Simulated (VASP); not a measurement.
A run of VASP 6.6.1 is set up as follows.

File INCAR:

```
SYSTEM = TiAl
  ALGO = Normal
  EDIFF = 1E-7
  ENCUT = 520
  GGA = PS
  ISIF = 2
  ISMEAR = -1
  LASPH = .True.
  LCHARG = .False.
  LREAL = .False.
  LWAVE = .False.
  NBANDS = 14
  NELM = 80
  PREC = Accurate
  SIGMA = 0.05
```

KPOINTS

```
k-points
0
Gamma
  11 11 6
  0 0 0
```

Contents of POSCAR:

```
TiAl
1.0
    2.6505639768      0.0000000000      0.0000000000
   -1.3252819884      2.2954557383      0.0000000000
    0.0000000000      0.0000000000      4.3992608528
Ti Al
1 1
Direct
    0.0000000000      0.0000000000      0.0000000000
    0.3333333333      0.6666666667      0.5000000000
```

Potentials or basis: VASP PAW PBE potentials, release 64 (Ti_sv, Al).

The run is started by

```sh
$ cat potpaw_PBE.64/Ti_sv/POTCAR potpaw_PBE.64/Al/POTCAR > POTCAR
$ mpirun -np 1 vasp_std > vasp.out
```

Q: Predict the pressure.

A: 29.9 GPa.

Stress tensor (GPa, compression positive):
```
29.81  0.00  0.00
 0.00 29.81  0.00
 0.00  0.00 29.94
```

Caveat: the PAW data sets were made with another functional, which shifts forces and pressure a little.
